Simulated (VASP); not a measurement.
# Si8O15 (a cell with a defect) in VASP: notebook

The runs below take Si8O15 (a cell with a defect) through single point, with LDA.

All numbers are computed with VASP 6.6.1; they aren't measurements. Logs are shortened: lines on timing, memory, paths and dates and some standing lists are left out, and cuts for length are marked.

**1. The cell of the first run**

The cell holds a defect, 23 atoms: a = 6.758 Å, b = 6.082 Å, c = 6.500 Å, α = 64.87°, β = 54.57°, γ = 60.56°.

**2. Single point, LDA**

Input file INCAR:

```
SYSTEM = Si8O15
PREC = Accurate
ENCUT = 520
EDIFF = 1E-6
ISMEAR = -1
SIGMA = 0.05
LREAL = Auto
LASPH = .True.
NELM = 100
ALGO = Normal
ISIF = 2
LWAVE = .False.
LCHARG = .True.
GGA = CA
LELF = .True.
LVHAR = .True.
NBANDS = 78
NELECT = 120.0
```

Input file KPOINTS:

```
Automatic mesh
0
Gamma
  2 2 2
  0 0 0
```

Input file POSCAR:

```
Si8O15
1.0
    0.0000000000      5.0462000000      4.4946000000
    4.0970000000      0.0000000000      4.4946000000
    4.0970000000      5.0462000000      0.0000000000
Si O
8 15
Direct
    0.2044245439      0.0582633482      0.9614252044
    0.3083911741      0.4732663705      0.0207214255
    0.8450654200      0.9246368895      0.0418681142
    0.1724403827      0.0382622382      0.4904253380
    0.6622405654      0.5680166321      0.4577536877
    0.7892364338      0.9536830696      0.5516252047
    0.2948383499      0.4433154346      0.5378129520
    0.7099431241      0.5446806467      0.9470750282
    0.4202261781      0.5059423352      0.1999287900
    0.2678719399      0.1420370620      0.6230556888
    0.3514932951      0.7202056325      0.5155878749
    0.1475796787      0.3160693668      0.2958571648
    0.0885553800      0.9756198525      0.2975414850
    0.2378752904      0.3551303164      0.8743358784
    0.1506705441      0.7866041856      0.9775818042
    0.8854971781      0.0174561436      0.7336820062
    0.7693902473      0.6559666253      0.1193902211
    0.8678638962      0.2078738780      0.0195295880
    0.9617879649      0.6131573028      0.6481058166
    0.6055762755      0.4810278717      0.7741774005
    0.7275292123      0.8469528328      0.3796964228
    0.6335475642      0.2907128816      0.4787957832
    0.5356108375      0.8869571330      0.8551990789
```

Potentials or basis: VASP PAW LDA potentials, release 64 (Si, O).

Command:

```bash
> cat potpaw_LDA.64/Si/POTCAR potpaw_LDA.64/O/POTCAR > POTCAR
> mpirun -np 1 vasp_std > vasp.out
```

OUTCAR:

```text
SYSTEM = Si8O15
   PREC = Accurate
   ENCUT = 520
   EDIFF = 1E-6
   ISMEAR = -1
   LREAL = Auto
   LASPH = .True.
   NELM = 100
   ISIF = 2
   GGA = CA
   NELECT = 120.0

 ion  position               nearest neighbor table
   1  0.204  0.058  0.961-  14 1.74  23 1.76  13 1.76  15 1.81  18 1.85  10 1.86   3 2.63   7 2.72
                             6 3.14   2 3.15
   2  0.308  0.473  0.021-  12 1.62  15 1.66  20 1.70  14 1.76   9 1.83   8 2.69   3 2.95   5 2.98
                             4 3.07   1 3.15
   3  0.845  0.925  0.042-  15 1.65  16 1.72  17 1.73  18 1.74  21 1.77   1 2.63   5 2.71   4 2.90
                             2 2.95
   4  0.172  0.038  0.490-  12 1.62  16 1.67  11 1.70  10 1.75  13 1.87   6 2.66   3 2.90   2 3.07
                             5 3.09   7 3.13
   5  0.662  0.568  0.458-  11 1.70  22 1.73  20 1.74  21 1.75  17 1.78   7 2.65   3 2.71   2 2.98
                             4 3.09
   6  0.789  0.954  0.552-  13 1.74  23 1.75  22 1.78  21 1.81  19 1.85  16 1.87   4 2.66   8 2.71
                             1 3.14
   7  0.295  0.443  0.538-  10 1.75  19 1.77   9 1.77  11 1.83  22 1.86  14 1.86   5 2.65   1 2.72
                             4 3.13   8 3.14
   8  0.710  0.545  0.947-   9 1.73  19 1.74  18 1.78  17 1.82  23 1.85  20 1.86   2 2.69   6 2.71
                             7 3.14
   9  0.420  0.506  0.200-   8 1.73   7 1.77   2 1.83
  10  0.268  0.142  0.623-   7 1.75   4 1.75   1 1.86
  11  0.351  0.720  0.516-   5 1.70   4 1.70   7 1.83
  12  0.148  0.316  0.296-   2 1.62   4 1.62
  13  0.089  0.976  0.298-   6 1.74   1 1.76   4 1.87
  14  0.238  0.355  0.874-   1 1.74   2 1.76   7 1.86
  15  0.151  0.787  0.978-   3 1.65   2 1.66   1 1.81
  16  0.885  0.017  0.734-   4 1.67   3 1.72   6 1.87
  17  0.769  0.656  0.119-   3 1.73   5 1.78   8 1.82
  18  0.868  0.208  0.020-   3 1.74   8 1.78   1 1.85
  19  0.962  0.613  0.648-   8 1.74   7 1.77   6 1.85
  20  0.606  0.481  0.774-   2 1.70   5 1.74   8 1.86
  21  0.728  0.847  0.380-   5 1.75   3 1.77   6 1.81
  22  0.634  0.291  0.479-   5 1.73   6 1.78   7 1.86
  23  0.536  0.887  0.855-   6 1.75   1 1.76   8 1.85

  LATTYP: Found a face centered orthorhombic cell.
 ALAT       =     8.1940000000
 B/A-ratio  =     1.0970466195
 C/A-ratio  =     1.2316817183

  Lattice vectors:

 A1 = (   0.0000000000,   5.0462000000,  -4.4946000000)
 A2 = (   4.0970000000,   5.0462000000,   0.0000000000)
 A3 = (   4.0970000000,   0.0000000000,  -4.4946000000)

Analysis of symmetry for initial positions (statically):
=====================================================================
 Subroutine PRICEL returns:
 Original cell was already a primitive cell.

[... 152 lines left out ...]
   ISIF   =      2    stress and relaxation
   ISYM   =      2    0-nonsym 1-usesym 2-fastsym
   POTIM  = 0.5000    time-step for ionic-motion
   TEBEG  =    0.0;   TEEND  =   0.0 temperature during run
   PSTRESS=    0.0 pullay stress
   NELECT =     120.0000    total number of electrons
   NUPDOWN=      -1.0000    fix difference up-down
   EMIN   =  10.00;   EMAX   =-10.00  energy-range for DOS
   EFERMI =   0.00;   METHOD = LEGACY
   ISMEAR =    -1;   SIGMA  =   0.05  broadening in eV -4-tet -1-fermi 0-gaus
   EFERMI_NEDOS =   21; number of points for ismear=-14 and -15
   IALGO  =     38    algorithm
   IMIX   =      4    mixing-type and parameters
     AMIX     =   0.40;   BMIX     =  1.00
     AMIX_MAG =   1.60;   BMIX_MAG =  1.00
  volume/ion in A,a.u.               =       8.08        54.53
  Fermi-wavevector in a.u.,A,eV,Ry     =   1.414984  2.673931 27.241296  2.002179
  Thomas-Fermi vector in A             =   2.536469
   LORBIT       =      0    0 simple, 1 ext, 2 COOP (PROOUT), +10 PAW based schemes
   GGA     = CA    functional components
   LHFCALC =     F    Hartree Fock is set to
   AEXX    =    0.0000 exact exchange contribution
   IVDW    =     0    specifies the selected vdW correction
   LEPSILON=     F    determine dielectric tensor
   LRPA    =     F    only Hartree local field effects (RPA)
 non-spin polarized calculation
  energy-cutoff  :      520.00
  volume of cell :      185.85
 maximum number of plane-waves:      5022
   NGX = 25   NGY = 23   NGZ = 25

 number of electron     119.9999998 magnetization

 Free energy of the ion-electron system (eV)
  ---------------------------------------------------
  ext. energy  EPLUGINS =         0.00000000
  ---------------------------------------------------
  free energy    TOTEN  =      -212.93084452 eV

  energy without entropy =     -212.93084452  energy(sigma->0) =     -212.93084452

 E-fermi :   8.6075     XC(G=0): -12.3883

 val. band max:        7.4066527727   @ k =   0.0000   0.0000   0.0000
 cond. band min:      10.4613694636   @ k =   0.0000   0.0000   0.0000
 fundamental gap:      3.0547166910
 Fermi energy:         8.6074663129

 k-point     1 :       0.0000    0.0000    0.0000
  band No.  band energies     occupation
      1     -14.4928      2.00000
      2     -12.5435      2.00000
      3     -12.2877      2.00000
      4     -12.1592      2.00000
      5     -11.8943      2.00000
      6     -11.6464      2.00000
[... 589 lines left out ...]
     71      17.2408      0.00000
     72      17.5713      0.00000
 [bands above 72 left out]

------------------------ aborting loop because EDIFF is reached ----------------------------------------

  FORCE on cell =-STRESS in cart. coord.  units (eV):
  Direction    XX          YY          ZZ          XY          YZ          ZX
  --------------------------------------------------------------------------------------
  -------------------------------------------------------------------------------------
  Total      -31.9665472    -26.2936351    -22.4709628     -6.1924370      5.5694936     -6.3869874
  in kB     -275.5845366   -226.6781961   -193.7228262    -53.3851802     48.0147669    -55.0624051
  external PRESSURE =    -231.9951863 kB  Pullay stress =       0.0000000 kB

 VOLUME and BASIS-vectors are now :
 -----------------------------------------------------------------------------
  energy-cutoff  :      520.00
  volume of cell :      185.85
      direct lattice vectors                 reciprocal lattice vectors
     0.000000000  5.046200000  4.494600000    -0.122040517  0.099084460  0.111244605
     4.097000000  0.000000000  4.494600000     0.122040517 -0.099084460  0.111244605
     4.097000000  5.046200000  0.000000000     0.122040517  0.099084460 -0.111244605

 POSITION                                       TOTAL-FORCE (eV/Angst)
 -----------------------------------------------------------------------------------
      4.17766      5.88311      1.18068        -0.119086      0.103365     -0.038821
      2.02387      1.66077      3.51324        -0.062751      0.040304     -0.023344
      3.95977      4.47564      7.95410        -0.021381      0.010768      0.011973
      2.16603      3.34495      0.94702         0.005417      0.025006      0.068674
      4.20258      5.65171      5.52951        -0.204547      0.167425      0.109799
      6.16725      6.76626      7.83373        -0.083243     -0.042232      0.082674
[... 15 lines left out ...]
      3.15268      5.61311      4.15418        -0.031436      0.066458     -0.002962
      7.13761      7.01831      6.39387        -0.055528      0.031527     -0.024025
 -----------------------------------------------------------------------------------
    total drift:                                0.007839     -0.004546     -0.011569

  FREE ENERGIE OF THE ION-ELECTRON SYSTEM (eV)
  ---------------------------------------------------
  free  energy   TOTEN  =      -212.9308445215 eV

  energy  without entropy=     -212.9308445215  energy(sigma->0) =     -212.93084452
```

OSZICAR:

```text
N       E                     dE             d eps       ncg     rms          rms(c)
DAV:   1     0.585619538051E+03    0.58562E+03   -0.66767E+04  1248   0.150E+03
DAV:   2    -0.195087852364E+03   -0.78071E+03   -0.76119E+03  1488   0.330E+02
DAV:   3    -0.231454078714E+03   -0.36366E+02   -0.36170E+02  1552   0.729E+01
DAV:   4    -0.231827962496E+03   -0.37388E+00   -0.37299E+00  1536   0.827E+00
DAV:   5    -0.231832771979E+03   -0.48095E-02   -0.48060E-02  1504   0.882E-01    0.351E+01
DAV:   6    -0.213527255814E+03    0.18306E+02   -0.67939E+01  1400   0.292E+01    0.171E+01
DAV:   7    -0.213129229864E+03    0.39803E+00   -0.23622E+00  1504   0.549E+00    0.595E+00
DAV:   8    -0.212964935362E+03    0.16429E+00   -0.13652E-01  1496   0.178E+00    0.236E+00
DAV:   9    -0.212930692960E+03    0.34242E-01   -0.32756E-02  1496   0.929E-01    0.406E-01
DAV:  10    -0.212930860392E+03   -0.16743E-03   -0.37835E-03  1496   0.275E-01    0.304E-01
DAV:  11    -0.212930830042E+03    0.30350E-04   -0.41466E-04  1512   0.111E-01    0.152E-01
DAV:  12    -0.212930844849E+03   -0.14808E-04   -0.11376E-04  1448   0.466E-02    0.157E-02
DAV:  13    -0.212930844715E+03    0.13458E-06   -0.11463E-05  1504   0.189E-02    0.856E-03
DAV:  14    -0.212930844521E+03    0.19325E-06   -0.27805E-06  1064   0.744E-03
   1 F= -.21293084E+03 E0= -.21293084E+03  d E =-.146736E-10
```

stdout:

```text
POSCAR found type information on POSCAR SiO
 POSCAR found :  2 types and      23 ions
 scaLAPACK will be used
 LDA part: xc-table for (Slater(with rela. corr.)+CA(PZ))
 , standard interpolation
 POSCAR, INCAR and KPOINTS ok, starting setup
 FFT: planning ... GRIDC
 FFT: planning ... GRID_SOFT
 FFT: planning ... GRID
 WAVECAR not read
 entering main loop
 the old and the new charge density differ
 old charge density:   122.00000 new  120.00000
    0.351E+01
```

It took 78 s on 1 thread of Intel Xeon 6975P-C (Granite Rapids), shared host; peak memory 0.29 GiB.

Results:

```yaml
Free_energy: -212.9308 eV
Largest_force: 1.282 eV/Å
```

Forces in eV/Å, atoms in the order of the input:
```
Si  -0.119  0.103 -0.039
Si  -0.063  0.040 -0.023
Si  -0.021  0.011  0.012
Si   0.005  0.025  0.069
Si  -0.205  0.167  0.110
Si  -0.083 -0.042  0.083
Si  -0.005 -0.076 -0.009
Si   0.020  0.095  0.003
O   -0.115  0.120 -0.120
O   -0.090 -0.005  0.082
O   -0.032 -0.023  0.183
O    1.057 -0.624 -0.371
O   -0.123  0.000  0.070
O    0.003  0.068  0.014
O    0.010 -0.015 -0.062
O    0.008 -0.033 -0.054
O   -0.071 -0.055 -0.008
O   -0.060 -0.019  0.053
O   -0.021  0.057  0.063
O   -0.008  0.051 -0.055
O    0.000  0.057  0.029
O   -0.031  0.066 -0.003
O   -0.056  0.032 -0.024
```

Caveat: the k points lie up to 0.61 Å⁻¹ apart; the cell carries a net charge on a neutralising background, which shifts energy and pressure; the cell is charged against a uniform background, so pressure and absolute levels hang on convention.

**3. Single point, LDA**

Input file INCAR:

```
PREC = Accurate
ENCUT = 520
EDIFF = 1E-6
ISMEAR = -1
SIGMA = 0.05
LREAL = Auto
LASPH = T
NELM = 100
ALGO = Normal
ISIF = 2
LWAVE = F
LCHARG = F
NBANDS = 78
NELECT = 120.0
```

Input file KPOINTS:

```
regular mesh
0
Gamma
  2 2 2
```

Input file POSCAR:

```
Si8O15
1.0
    0.0000000000      5.0462000000      4.4946000000
    4.0970000000      0.0000000000      4.4946000000
    4.0970000000      5.0462000000      0.0000000000
Si O
8 15
Direct
    0.2051888106      0.0573713728      0.9583362182
    0.2894996118      0.4784118820      0.0357706906
    0.8394547680      0.9269876295      0.0431612599
    0.1632147762      0.0496878180      0.4919875542
    0.6926588610      0.5503774493      0.4509811058
    0.7889434867      0.9535183564      0.5504362446
    0.2968864632      0.4525230505      0.5397508084
    0.7065835205      0.5436761244      0.9447822597
    0.4138254574      0.4889872512      0.2052673253
    0.2674997464      0.1524145953      0.6119483532
    0.3599159091      0.7230118264      0.5106308390
    0.0559359131      0.3737201186      0.3361678482
    0.0964284826      0.9831076274      0.2936805103
    0.2379690825      0.3492938552      0.8862182268
    0.1468653532      0.7925590672      0.9754873082
    0.8810526528      0.0195647548      0.7349619721
    0.7634468868      0.6610338234      0.1157889738
    0.8710127231      0.2097163740      0.0157717880
    0.9626024565      0.6178509765      0.6504424089
    0.5971174151      0.4801479700      0.7831693353
    0.7305520752      0.8504898417      0.3770090599
    0.6307022122      0.2889687262      0.4807283692
    0.5328932000      0.8849292981      0.8527714585
```

Potentials or basis: VASP PAW LDA potentials, release 64 (Si, O).

Command:

```bash
> cat potpaw_LDA.64/Si/POTCAR potpaw_LDA.64/O/POTCAR > POTCAR
> mpirun -np 1 vasp_std > vasp.out
```

Wall time 79 s (1 thread of Intel Xeon 6975P-C (Granite Rapids), shared host); peak memory 0.29 GiB.

The run converged. Its results:

```yaml
Free_energy: -213.4818 eV
Largest_force: 0.087 eV/Å
```

Forces in eV/Å, atoms in the order of the input:
```
Si  -0.026  0.022 -0.029
Si  -0.023 -0.008  0.016
Si   0.029 -0.081 -0.008
Si  -0.052  0.036  0.036
Si  -0.001  0.049 -0.009
Si   0.022 -0.030  0.011
Si  -0.011 -0.017  0.019
Si   0.015  0.041 -0.015
O    0.019  0.010 -0.019
O    0.001  0.009 -0.010
O    0.024 -0.007  0.019
O    0.035 -0.019 -0.014
O   -0.015 -0.001  0.014
O    0.016 -0.015  0.016
O   -0.005  0.019  0.021
O    0.022 -0.019 -0.048
O   -0.030 -0.011 -0.023
O    0.033 -0.019  0.028
O   -0.020  0.002  0.015
O   -0.023  0.004  0.021
O    0.014  0.015 -0.002
O   -0.025  0.009 -0.024
O    0.001  0.011 -0.014
```

Levels at points of the mesh, in eV from the Fermi level:
| k point | band 58 | band 59 | band 60 | band 61 | band 62 | band 63 |
| --- | --- | --- | --- | --- | --- | --- |
| (0.00, 0.00, 0.00) | -1.59 | -1.30 | -1.15 | 1.58 | 4.76 | 5.49 |
| (0.50, 0.00, 0.00) | -1.49 | -1.38 | -1.34 | 2.31 | 4.31 | 5.76 |
| (0.50, 0.50, 0.50) | -1.62 | -1.37 | -1.35 | 2.13 | 4.99 | 5.10 |
| (0.00, 0.50, 0.00) | -1.50 | -1.37 | -1.31 | 2.26 | 4.69 | 5.27 |
| (0.00, 0.00, 0.50) | -1.49 | -1.42 | -1.31 | 2.20 | 4.59 | 5.33 |
| (0.50, 0.50, 0.00) | -1.53 | -1.37 | -1.29 | 2.18 | 4.69 | 5.61 |
| (0.50, 0.00, 0.50) | -1.63 | -1.41 | -1.25 | 2.35 | 4.61 | 5.16 |
| (0.00, 0.50, 0.50) | -1.51 | -1.32 | -1.26 | 2.29 | 4.55 | 5.66 |

Caveat: the k points lie up to 0.61 Å⁻¹ apart; the cell carries a net charge on a neutralising background, which shifts energy and pressure; the cell is charged against a uniform background, so pressure and absolute levels hang on convention.
